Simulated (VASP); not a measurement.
# TePb (I4mm) in VASP: single point with PBEsol

Aim: the single point of TePb with PBEsol.

All numbers are computed with VASP 6.6.1; they aren't measurements. Logs are shortened: lines on timing, memory, paths and dates and some standing lists are left out, and cuts for length are marked.

## 1. The cell of the first run

It takes space group I4mm (No. 107, tetragonal). Conventional cell: a = 4.564 Å, b = 4.564 Å, c = 6.454 Å, α = 90.00°, β = 90.00°, γ = 90.00°. Te (site symmetry 4mm) has 6 Pb at 3.08 to 3.38 Å within 4.1 Å. Within 4.1 Å of Pb (site symmetry 4mm) lie 6 Te at 3.08 to 3.38 Å.

## 2. Single point, PBEsol (one atom moved)

The input, INCAR:

```
SYSTEM = TePb
  ALGO = Normal
  EDIFF = 1E-6
  ENCUT = 520
  GGA = PS
  ISIF = 2
  ISMEAR = 0
  LASPH = .TRUE.
  LCHARG = .FALSE.
  LREAL = .FALSE.
  LWAVE = .FALSE.
  NBANDS = 17
  NELM = 100
  PREC = Accurate
  SIGMA = 0.02
```

The input, KPOINTS:

```
k-points
0
G
  8 8 8
  0 0 0
```

The input, POSCAR:

```
TePb
1.0
    0.0000000000      3.2270000000      3.2270000000
    3.2270000000      0.0000000000      3.2270000000
    3.2270000000      3.2270000000      0.0000000000
Te Pb
1 1
Direct
    0.5232414007      0.4767585993      0.5232414007
    0.0000000000      0.0000000000      0.0000000000
```

Potentials or basis: VASP PAW PBE potentials, release 64 (Te, Pb_d).

Started as:

```
> cat potpaw_PBE.64/Te/POTCAR potpaw_PBE.64/Pb_d/POTCAR > POTCAR
> mpirun -np 1 vasp_std > vasp.out
```

OUTCAR:

```text
SYSTEM = TePb
   EDIFF = 1E-6
   ENCUT = 520
   GGA = PS
   ISIF = 2
   ISMEAR = 0
   LASPH = .TRUE.
   LREAL = .FALSE.
   NELM = 100
   PREC = Accurate

 ion  position               nearest neighbor table
   1  0.523  0.477  0.523-   2 3.08   2 3.23   2 3.23   2 3.23   2 3.23   2 3.38
   2  0.000  0.000  0.000-   1 3.08   1 3.23   1 3.23   1 3.23   1 3.23   1 3.38

  LATTYP: Found a face centered cubic cell.
 ALAT       =     6.4540000000

  Lattice vectors:

 A1 = (   0.0000000000,   3.2270000000,   3.2270000000)
 A2 = (   3.2270000000,   0.0000000000,   3.2270000000)
 A3 = (   3.2270000000,   3.2270000000,   0.0000000000)

Analysis of symmetry for initial positions (statically):
=====================================================================
 Subroutine PRICEL returns:
 Original cell was already a primitive cell.

 Routine SETGRP: Setting up the symmetry group for a
 face centered cubic supercell.

 Subroutine GETGRP returns: Found  8 space group operations
 (whereof  8 operations were pure point group operations)
 out of a pool of 48 trial point group operations.

The static configuration has the point symmetry C_4v.

Analysis of symmetry for dynamics (positions and initial velocities):
=====================================================================
 Subroutine PRICEL returns:
 Original cell was already a primitive cell.

 Routine SETGRP: Setting up the symmetry group for a
 face centered cubic supercell.

 Subroutine GETGRP returns: Found  8 space group operations
 (whereof  8 operations were pure point group operations)
 out of a pool of 48 trial point group operations.

The dynamic configuration has the point symmetry C_4v.

 Subroutine INISYM returns: Found  8 space group operations
 (whereof  8 operations are pure point group operations),
 and found     1 'primitive' translations

----------------------------------------------------------------------------------------

                                     Primitive cell

  volume of cell :      67.2089

  direct lattice vectors                    reciprocal lattice vectors
     0.000000000  3.227000000  3.227000000    -0.154942671  0.154942671  0.154942671
     3.227000000  0.000000000  3.227000000     0.154942671 -0.154942671  0.154942671
     3.227000000  3.227000000  0.000000000     0.154942671  0.154942671 -0.154942671

  length of vectors
     4.563667166  4.563667166  4.563667166     0.268368579  0.268368579  0.268368579

  position of ions in fractional coordinates (direct lattice)
     0.523241401  0.476758599  0.523241401
     0.000000000  0.000000000  0.000000000

  ion indices of the primitive-cell ions
   primitive index   ion index
                 1           1
                 2           2

----------------------------------------------------------------------------------------

 KPOINTS: k-points

Automatic generation of k-mesh.
 Grid dimensions read from file:
 generate k-points for:    8    8    8

 Generating k-lattice:

  Cartesian coordinates                     Fractional coordinates (reciprocal lattice)
    -0.019367834  0.019367834  0.019367834     0.125000000  0.000000000  0.000000000
     0.019367834 -0.019367834  0.019367834     0.000000000  0.125000000  0.000000000
     0.019367834  0.019367834 -0.019367834     0.000000000  0.000000000  0.125000000

  Length of vectors
     0.033546072  0.033546072  0.033546072

  Shift w.r.t. Gamma in fractional coordinates (k-lattice)
     0.000000000  0.000000000  0.000000000

 Subroutine IBZKPT returns following result:
 ===========================================

 Found     59 irreducible k-points:

 Following reciprocal coordinates:
            Coordinates               Weight
  0.000000  0.000000  0.000000      1.000000
  0.125000  0.000000  0.000000      8.000000
  0.250000  0.000000  0.000000      8.000000
  0.375000  0.000000  0.000000      8.000000
  0.500000  0.000000  0.000000      4.000000
  0.125000  0.125000  0.000000      4.000000
[... 16 lines left out ...]
  0.250000  0.000000  0.375000      8.000000
  0.500000  0.250000  0.000000     16.000000
 [... further k-points ...]
   k-points           NKPTS =     59   k-points in BZ     NKDIM =     59   number of bands    NBANDS=     17
   number of dos      NEDOS =    301   number of ions     NIONS =      2
   total plane-waves  NPLWV =  46656
   dimension x,y,z NGX =    36 NGY =   36 NGZ =   36
   dimension x,y,z NGXF=    72 NGYF=   72 NGZF=   72
   ions per type =               1   1
   NGX,Y,Z   is equivalent  to a cutoff of  13.11, 13.11, 13.11 a.u.
   NGXF,Y,Z  is equivalent  to a cutoff of  26.23, 26.23, 26.23 a.u.
 SYSTEM =  TePb
   PREC   = accura    normal or accurate (medium, high low for compatibility)
   ISTART =      0    job   : 0-new  1-cont  2-samecut
   ICHARG =      2    charge: 1-file 2-atom 10-const
   ISPIN  =      1    spin polarized calculation?
   LNONCOLLINEAR =      F non collinear calculations
   LSORBIT =      F    spin-orbit coupling
   LASPH  =      T    aspherical Exc in radial PAW
   ENCUT  =  520.0 eV  38.22 Ry    6.18 a.u.   8.49  8.49  8.49*2*pi/ulx,y,z
   NELM   =    100;   NELMIN=  2; NELMDL= -5     # of ELM steps
   EDIFF  = 0.1E-05   stopping-criterion for ELM
   LREAL  =      F    real-space projection
   EDIFFG = 0.1E-04   stopping-criterion for IOM
   NSW    =      0    number of steps for IOM
   IBRION =     -1    ionic relax: 0-MD 1-quasi-New 2-CG
   NFREE  =      0    steps in history (QN), initial steepest desc. (CG)
   ISIF   =      2    stress and relaxation
   ISYM   =      2    0-nonsym 1-usesym 2-fastsym
   POTIM  = 0.5000    time-step for ionic-motion
   TEBEG  =    0.0;   TEEND  =   0.0 temperature during run
   PSTRESS=    0.0 pullay stress
   NELECT =      20.0000    total number of electrons
   NUPDOWN=      -1.0000    fix difference up-down
   EMIN   =  10.00;   EMAX   =-10.00  energy-range for DOS
   EFERMI =   0.00;   METHOD = LEGACY
   ISMEAR =     0;   SIGMA  =   0.02  broadening in eV -4-tet -1-fermi 0-gaus
   EFERMI_NEDOS =   21; number of points for ismear=-14 and -15
   IALGO  =     38    algorithm
   IMIX   =      4    mixing-type and parameters
     AMIX     =   0.40;   BMIX     =  1.00
     AMIX_MAG =   1.60;   BMIX_MAG =  1.00
  volume/ion in A,a.u.               =      33.60       226.77
  Fermi-wavevector in a.u.,A,eV,Ry     =   1.092972  2.065418 16.253366  1.194589
  Thomas-Fermi vector in A             =   2.229249
   LORBIT       =      0    0 simple, 1 ext, 2 COOP (PROOUT), +10 PAW based schemes
   GGA     = PS    functional components
   LHFCALC =     F    Hartree Fock is set to
   AEXX    =    0.0000 exact exchange contribution
   IVDW    =     0    specifies the selected vdW correction
   LEPSILON=     F    determine dielectric tensor
   LRPA    =     F    only Hartree local field effects (RPA)
 non-spin polarized calculation
 Gauss-broadening in eV      SIGMA  =   0.02
  energy-cutoff  :      520.00
  volume of cell :       67.21
 maximum number of plane-waves:      1837
 NGX is ok and might be reduce to    36
   NGX = 17   NGY = 17   NGZ = 17

 number of electron      20.0000002 magnetization

 Free energy of the ion-electron system (eV)
  ---------------------------------------------------
  ext. energy  EPLUGINS =         0.00000000
  ---------------------------------------------------
  free energy    TOTEN  =        -8.25174114 eV

  energy without entropy =       -8.25174114  energy(sigma->0) =       -8.25174114

 E-fermi :   5.5620     XC(G=0):  -9.4827

 val. band max:        5.4517744591   @ k =   0.5000   0.0000   0.0000
 cond. band min:       6.2421065213   @ k =   0.5000   0.0000   0.0000
 fundamental gap:      0.7903320622
 Fermi energy:         5.5619630904

 k-point     1 :       0.0000    0.0000    0.0000
  band No.  band energies     occupation
      1     -11.1124      2.00000
      2     -11.1123      2.00000
      3     -11.1015      2.00000
      4     -11.0983      2.00000
      5     -11.0983      2.00000
      6      -6.5794      2.00000
[... 9 lines left out ...]
     16      11.3686      0.00000
     17      12.7242      0.00000

 k-point     2 :       0.1250    0.0000    0.0000
  band No.  band energies     occupation
      1     -11.1144      2.00000
      2     -11.1141      2.00000
      3     -11.1002      2.00000
      4     -11.0970      2.00000
      5     -11.0961      2.00000
      6      -6.4446      2.00000
[... 9 lines left out ...]
     16      11.5984      0.00000
     17      13.7962      0.00000

 k-point     3 :       0.2500    0.0000    0.0000
  band No.  band energies     occupation
      1     -11.1203      2.00000
      2     -11.1194      2.00000
      3     -11.0984      2.00000
      4     -11.0915      2.00000
      5     -11.0898      2.00000
      6      -6.0571      2.00000
[... 9 lines left out ...]
     16      12.3611      0.00000
     17      15.7030      0.00000

 k-point     4 :       0.3750    0.0000    0.0000
  band No.  band energies     occupation
      1     -11.1264      2.00000
      2     -11.1250      2.00000
      3     -11.0976      2.00000
      4     -11.0850      2.00000
      5     -11.0831      2.00000
      6      -5.5012      2.00000
[... 9 lines left out ...]
     16      13.5817      0.00000
     17      16.1820      0.00000

 k-point     5 :       0.5000    0.0000    0.0000
  band No.  band energies     occupation
      1     -11.1289      2.00000
      2     -11.1273      2.00000
      3     -11.0973      2.00000
      4     -11.0822      2.00000
      5     -11.0802      2.00000
      6      -5.1420      2.00000
[... 9 lines left out ...]
     16      14.7442      0.00000
     17      14.7836      0.00000

 k-point     6 :       0.1250    0.1250    0.0000
  band No.  band energies     occupation
      1     -11.1192      2.00000
      2     -11.1106      2.00000
      3     -11.0999      2.00000
      4     -11.0978      2.00000
      5     -11.0944      2.00000
      6      -6.4003      2.00000
[... 9 lines left out ...]
     16      12.0869      0.00000
     17      13.3246      0.00000

 k-point     7 :       0.1250    0.0000    0.1250
  band No.  band energies     occupation
      1     -11.1192      2.00000
      2     -11.1106      2.00000
      3     -11.1031      2.00000
      4     -11.0945      2.00000
      5     -11.0945      2.00000
      6      -6.3986      2.00000
[... 9 lines left out ...]
     16      12.1401      0.00000
     17      13.3489      0.00000

 k-point     8 :       0.2500    0.1250    0.0000
  band No.  band energies     occupation
      1     -11.1268      2.00000
      2     -11.1122      2.00000
      3     -11.0998      2.00000
      4     -11.0928      2.00000
      5     -11.0892      2.00000
      6      -6.0982      2.00000
[... 9 lines left out ...]
     16      12.9095      0.00000
     17      14.4461      0.00000
[... 203 lines left out ...]
      1     -11.1190      2.00000
      2     -11.1162      2.00000
      3     -11.0975      2.00000
      4     -11.0941      2.00000
      5     -11.0940      2.00000
      6      -6.2260      2.00000
[... 9 lines left out ...]
     16      12.7071      0.00000
     17      13.6750      0.00000

 k-point    20 :       0.2500    0.2500    0.0000
  band No.  band energies     occupation
      1     -11.1399      2.00000
      2     -11.1065      2.00000
      3     -11.1036      2.00000
      4     -11.0885      2.00000
      5     -11.0849      2.00000
      6      -5.8936      2.00000
[... 9 lines left out ...]
     16      13.9170      0.00000
     17      13.9228      0.00000

 k-point    21 :       0.2500    0.0000    0.2500
  band No.  band energies     occupation
      1     -11.1402      2.00000
      2     -11.1067      2.00000
      3     -11.1065      2.00000
      4     -11.0851      2.00000
      5     -11.0851      2.00000
      6      -5.8850      2.00000
[... 9 lines left out ...]
     16      13.9443      0.00000
     17      13.9526      0.00000

 k-point    22 :       0.3750    0.2500    0.0000
  band No.  band energies     occupation
      1     -11.1504      2.00000
      2     -11.1079      2.00000
      3     -11.1031      2.00000
      4     -11.0837      2.00000
      5     -11.0798      2.00000
      6      -5.4906      2.00000
[... 9 lines left out ...]
     16      14.8195      0.00000
     17      15.2135      0.00000

 k-point    23 :       0.2500    0.0000    0.3750
  band No.  band energies     occupation
      1     -11.1509      2.00000
      2     -11.1077      2.00000
      3     -11.1065      2.00000
      4     -11.0809      2.00000
      5     -11.0792      2.00000
      6      -5.4760      2.00000
[... 9 lines left out ...]
     16      14.8703      0.00000
     17      15.2885      0.00000

 k-point    24 :       0.5000    0.2500    0.0000
  band No.  band energies     occupation
      1     -11.1525      2.00000
      2     -11.1135      2.00000
      3     -11.0984      2.00000
      4     -11.0831      2.00000
      5     -11.0775      2.00000
      6      -5.0406      2.00000
[... 9 lines left out ...]
     16      15.1451      0.00000
     17      15.9224      0.00000

 [... further k-points ...]

------------------------ aborting loop because EDIFF is reached ----------------------------------------

  FORCE on cell =-STRESS in cart. coord.  units (eV):
  Direction    XX          YY          ZZ          XY          YZ          ZX
  --------------------------------------------------------------------------------------
  -------------------------------------------------------------------------------------
  Total       -0.1158439      0.2438228     -0.1158439     -0.0000000      0.0000000      0.0000000
  in kB       -2.7615759      5.8124329     -2.7615759     -0.0000000      0.0000000      0.0000000
  external PRESSURE =       0.0964270 kB  Pullay stress =       0.0000000 kB

 VOLUME and BASIS-vectors are now :
 -----------------------------------------------------------------------------
  energy-cutoff  :      520.00
  volume of cell :       67.21
      direct lattice vectors                 reciprocal lattice vectors
     0.000000000  3.227000000  3.227000000    -0.154942671  0.154942671  0.154942671
     3.227000000  0.000000000  3.227000000     0.154942671 -0.154942671  0.154942671
     3.227000000  3.227000000  0.000000000     0.154942671  0.154942671 -0.154942671

 POSITION                                       TOTAL-FORCE (eV/Angst)
 -----------------------------------------------------------------------------------
      3.22700      3.37700      3.22700         0.000000     -0.121760      0.000000
      0.00000      0.00000      0.00000         0.000000      0.121760      0.000000
 -----------------------------------------------------------------------------------
    total drift:                                0.000000      0.000188      0.000000

  FREE ENERGIE OF THE ION-ELECTRON SYSTEM (eV)
  ---------------------------------------------------
  free  energy   TOTEN  =        -8.2517411450 eV

  energy  without entropy=       -8.2517411450  energy(sigma->0) =       -8.25174114
```

It took 25 s on 1 thread of Intel Xeon 6975P-C (Granite Rapids), shared host; peak memory 0.24 GiB.

What came out:

```
Free energy            : -8.2517 eV
Pressure               : 0.0 GPa
Largest force          : 0.122 eV/Å
Band gap on the k mesh : 0.79 eV, direct
```

Forces in eV/Å, atoms in the order of the input:
```
Te   0.000 -0.122  0.000
Pb   0.000  0.122  0.000
```

Stress tensor (GPa, compression positive):
```
-0.28  0.00  0.00
 0.00  0.58  0.00
 0.00  0.00 -0.28
```

Caveat: the cell differs from its parent crystal (one atom moved); the PAW data sets were made with another functional, which shifts forces and pressure a little; spin-orbit coupling is left out, which moves the levels of the heavy elements.
